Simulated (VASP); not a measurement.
# CoO (R-3m) in VASP: further runs, part 2 of 2

VASP 6.6.1.

## 3. Single point, r2SCAN+U, collinear spin, ferromagnetic start

Input file POSCAR:

```
CoO
1.0
    1.5054695445      0.8691832468      2.4399269062
   -1.5054695445      0.8691832468      2.4399269062
    0.0000000000     -1.7383664936      2.4399269062
Co O
1 1
Direct
    0.0000000000      0.0000000000      0.0000000000
    0.5000000000      0.5000000000      0.5000000000
```

Input file INCAR.step1:

```
PREC = Accurate ; ENCUT = 520
ISMEAR = -1 ; SIGMA = 0.05
LREAL = False ; LASPH = True
NELM = 150 ; ISPIN = 2
MAGMOM = 2 0 ; LMAXMIX = 4
LDAU = True ; LDAUTYPE = 2
LDAUL = 2 -1 ; LDAUU = 6 0
LDAUJ = 0 0 ; NBANDS = 18
GGA = PE ; ALGO = Normal
EDIFF = 1E-4 ; LWAVE = True
LCHARG = False
```

Input file INCAR.step2:

```
PREC = Accurate ; ENCUT = 520
EDIFF = 1E-6 ; ISMEAR = -1
SIGMA = 0.05 ; LREAL = False
LASPH = True ; NELM = 150
ALGO = Normal ; ISIF = 2
LWAVE = False ; LCHARG = False
ISPIN = 2 ; MAGMOM = 2 0
LORBIT = 11 ; LMAXMIX = 4
LDAU = True ; LDAUTYPE = 2
LDAUL = 2 -1 ; LDAUU = 6 0
LDAUJ = 0 0 ; LDAUPRINT = 1
METAGGA = R2SCAN ; LMIXTAU = True
NBANDS = 18 ; ISTART = 1
```

Input file KPOINTS:

```
regular mesh
0
Gamma
  11 11 11
```

Potentials or basis: VASP PAW PBE potentials, release 64 (Co, O).

Launch:

```bash
$ cat potpaw_PBE.64/Co/POTCAR potpaw_PBE.64/O/POTCAR > POTCAR
$ cp INCAR.step1 INCAR
$ mpirun -np 1 vasp_std > vasp.out
$ cp INCAR.step2 INCAR
$ mpirun -np 1 vasp_std > vasp.out
```

OUTCAR:

```text
PREC = Accurate
   ENCUT = 520
   EDIFF = 1E-6
   ISMEAR = -1
   LREAL = False
   LASPH = True
   NELM = 150
   ISIF = 2
   ISPIN = 2
   LORBIT = 11
   METAGGA = R2SCAN
   ISTART = 1

 ion  position               nearest neighbor table
   1  0.000  0.000  0.000-   2 2.12   2 2.12   2 2.12   2 2.12   2 2.12   2 2.12
   2  0.500  0.500  0.500-   1 2.12   1 2.12   1 2.12   1 2.12   1 2.12   1 2.12

  LATTYP: Found a trigonal (rhomboedric) cell.
 ALAT       =     2.9958573687
 COS(alpha) =     0.4949531368

  Lattice vectors:

 A1 = (   1.5054695445,   0.8691832468,   2.4399269062)
 A2 = (  -1.5054695445,   0.8691832468,   2.4399269062)
 A3 = (   0.0000000000,  -1.7383664936,   2.4399269062)

Analysis of symmetry for initial positions (statically):
=====================================================================
 Subroutine PRICEL returns:
 Original cell was already a primitive cell.

 Routine SETGRP: Setting up the symmetry group for a
 trigonal (rhombohedral) supercell.

 Subroutine GETGRP returns: Found 12 space group operations
 (whereof 12 operations were pure point group operations)
 out of a pool of 12 trial point group operations.

The static configuration has the point symmetry D_3d.

Analysis of symmetry for dynamics (positions and initial velocities):
=====================================================================
 Subroutine PRICEL returns:
 Original cell was already a primitive cell.

 Routine SETGRP: Setting up the symmetry group for a
 trigonal (rhombohedral) supercell.

 Subroutine GETGRP returns: Found 12 space group operations
 (whereof 12 operations were pure point group operations)
 out of a pool of 12 trial point group operations.

The dynamic configuration has the point symmetry D_3d.

[... 183 lines left out ...]
  o =  1.0280  v = -0.5782 -0.0000  0.0000  0.8159  0.0000  0.0000  0.0000  0.0000  0.0000  0.0000      0.0000  0.0000  0.0000  0.0000  0.0000  0.0000  0.0000  0.0000  0.0000  0.0000
  o =  1.0280  v =  0.0000  0.8159 -0.0000  0.0000 -0.5782  0.0000  0.0000  0.0000  0.0000  0.0000      0.0000  0.0000  0.0000  0.0000  0.0000  0.0000  0.0000  0.0000  0.0000  0.0000

 number of electron      15.0000005 magnetization       3.0000000

 Free energy of the ion-electron system (eV)
  ---------------------------------------------------
  ext. energy  EPLUGINS =         0.00000000
  ---------------------------------------------------
  free energy    TOTEN  =       -18.70984383 eV

  energy without entropy =      -18.69804115  energy(sigma->0) =      -18.70394249

 E-fermi :   7.8593     XC(G=0): -13.1191

 val. band max:        7.8511180580   @ k =   0.4545   0.3636   0.2727
 cond. band min:       7.8607035492   @ k =  -0.1818   0.1818   0.1818
 fundamental gap:      0.0095854912
 Fermi energy:         7.8593409382

 spin component 1

 k-point     1 :       0.0000    0.0000    0.0000
  band No.  band energies     occupation
      1     -13.2337      1.00000
      2       0.6329      1.00000
      3       0.6329      1.00000
      4       1.1800      1.00000
      5       1.1800      1.00000
      6       1.9485      1.00000
[... 1001 lines left out ...]
     17      37.8984      0.00000
     18      40.0684      0.00000

 [... further k-points ...]

------------------------ aborting loop because EDIFF is reached ----------------------------------------

  FORCE on cell =-STRESS in cart. coord.  units (eV):
  Direction    XX          YY          ZZ          XY          YZ          ZX
  --------------------------------------------------------------------------------------
  -------------------------------------------------------------------------------------
  Total       -0.5265483     -0.5265483     -0.6204805      0.0000000      0.0000000      0.0000000
  in kB      -44.0389971    -44.0389971    -51.8952162      0.0000000      0.0000000      0.0000000
  external PRESSURE =     -46.6577368 kB  Pullay stress =       0.0000000 kB

 VOLUME and BASIS-vectors are now :
 -----------------------------------------------------------------------------
  energy-cutoff  :      520.00
  volume of cell :       19.16
      direct lattice vectors                 reciprocal lattice vectors
     1.505469544  0.869183247  2.439926906     0.332122295  0.191750896  0.136616114
    -1.505469544  0.869183247  2.439926906    -0.332122295  0.191750896  0.136616114
     0.000000000 -1.738366494  2.439926906     0.000000000 -0.383501793  0.136616114

 POSITION                                       TOTAL-FORCE (eV/Angst)
 -----------------------------------------------------------------------------------
      0.00000      0.00000      0.00000         0.000000      0.000000     -0.000000
      0.00000      0.00000      3.65989         0.000000      0.000000      0.000000
 -----------------------------------------------------------------------------------
    total drift:                               -0.000000      0.000000     -0.000000

  FREE ENERGIE OF THE ION-ELECTRON SYSTEM (eV)
  ---------------------------------------------------
  free  energy   TOTEN  =       -18.7098438333 eV

  energy  without entropy=      -18.6980411505  energy(sigma->0) =      -18.70394249

 total charge

# of ion       s       p       d       tot
------------------------------------------
    1        0.301   0.378   7.144   7.822
    2        1.555   3.501   0.000   5.056
--------------------------------------------------
tot          1.855   3.879   7.144  12.878

 magnetization (x)

# of ion       s       p       d       tot
------------------------------------------
    1        0.026   0.021   2.812   2.859
    2        0.017   0.161   0.000   0.177
--------------------------------------------------
tot          0.043   0.182   2.812   3.036
```

OUTCAR.step1:

```text
PREC = Accurate
   ENCUT = 520
   ISMEAR = -1
   LREAL = False
   LASPH = True
[... 1254 lines left out ...]
      0.00000      0.00000      0.00000        -0.000000      0.000000     -0.000000
      0.00000      0.00000      3.65989         0.000000     -0.000000      0.000000
 -----------------------------------------------------------------------------------
    total drift:                               -0.000000      0.000000     -0.000000

  FREE ENERGIE OF THE ION-ELECTRON SYSTEM (eV)
  ---------------------------------------------------
  free  energy   TOTEN  =       -10.4547902949 eV

  energy  without entropy=      -10.4430413483  energy(sigma->0) =      -10.44891582
```

Wall time 4.8 min (1 thread of AMD EPYC 9R45 (Zen 5), shared host); peak memory 0.19 GiB.

What came out:

| Quantity | Value |
| --- | --- |
| Free energy | -18.7098 eV |
| Pressure | -4.7 GPa |
| Band gap on the k mesh | zero (filled and empty bands overlap) |
| Net moment | 3.00 μB per cell |
| Site moments | Co +2.86; O +0.18 μB |
| Valence electrons inside the program's atomic spheres | Co 7.82; O 5.06 |

Eigenvalues of the final occupation matrices:
```csv
site,spin,trace,eigenvalues
site 1 d,1,4.99,0.98 0.98 0.98 1.03 1.03
site 1 d,2,2.18,0.09 0.09 0.51 0.51 0.98
```

Caveat: the cell stands under tension; the PAW data sets were made with another functional, which shifts forces and pressure a little; a cell with one magnetic atom can't hold antiferromagnetic order, which such compounds often take. The state reached can hang on the start; a lower one may exist.
